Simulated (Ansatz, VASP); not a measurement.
# One calculation of Na, two programs

File INCAR:

```
SYSTEM = Na
  PREC = Accurate
  ENCUT = 520
  EDIFF = 1E-6
  ISMEAR = -1
  SIGMA = 0.1
  LREAL = .FALSE.
  LASPH = .TRUE.
  NELM = 60
  ALGO = Normal
  ISIF = 2
  LWAVE = .FALSE.
  LCHARG = .TRUE.
  GGA = PE
  LELF = .TRUE.
  LVHAR = .TRUE.
  NBANDS = 10
```

File KPOINTS:

```
regular mesh
0
G
  17 17 17
  0 0 0
```

File POSCAR:

```
Na
1.0
    0.0000000000      2.6468511385      2.6468511385
    2.6468511385      0.0000000000      2.6468511385
    2.6468511385      2.6468511385      0.0000000000
Na
1
Direct
    0.0000000000      0.0000000000      0.0000000000
```

Input for Ansatz:

```yaml
crystal:
  lattice:
    - [0.0, 2.6468511385, 2.6468511385]
    - [2.6468511385, 0.0, 2.6468511385]
    - [2.6468511385, 2.6468511385, 0.0]
  atoms:
    - { symbol: Na, position: [0.0, 0.0, 0.0] }
hamiltonian:
  xc: pbe
  pseudopotentials:
    kind: paw
    azcp:
      Na: "pseudopotentials/Na.paw.azcp"
basis:
  ecutwfc: 420
  fft_grid_basis: typed
kpoints:
  mp_grid: { grid: [17, 17, 17], shift: [0, 0, 0] }
magnetization:
  spin_polarized: false
scf:
  occupations: { method: fermi_dirac, width: 0.1 }
output:
  stress: true
```

Alike in both runs: task single point; functional PBE; k mesh 17 × 17 × 17; occupations fermi-dirac, width 0.1 eV; no spin polarisation.

```csv
,VASP,Ansatz
version,VASP 6.6.1,Ansatz 0.2.0
potentials or method,"VASP PAW PBE potentials, release 64 (Na_pv), cutoff 520 eV","plane waves (420 eV) with PAW, scalar-relativistic"
valence electrons in the cell,7,9
```

```tsv
	VASP	Ansatz	Ansatz less VASP
pressure (GPa)	0.0	0.0	+0.03
```

With one functional, cell and mesh, what is left measures potentials, basis and numerics. VASP's potentials hold 7 valence electrons a cell and Ansatz's 9, so a difference there can come from the potentials and not from the codes.
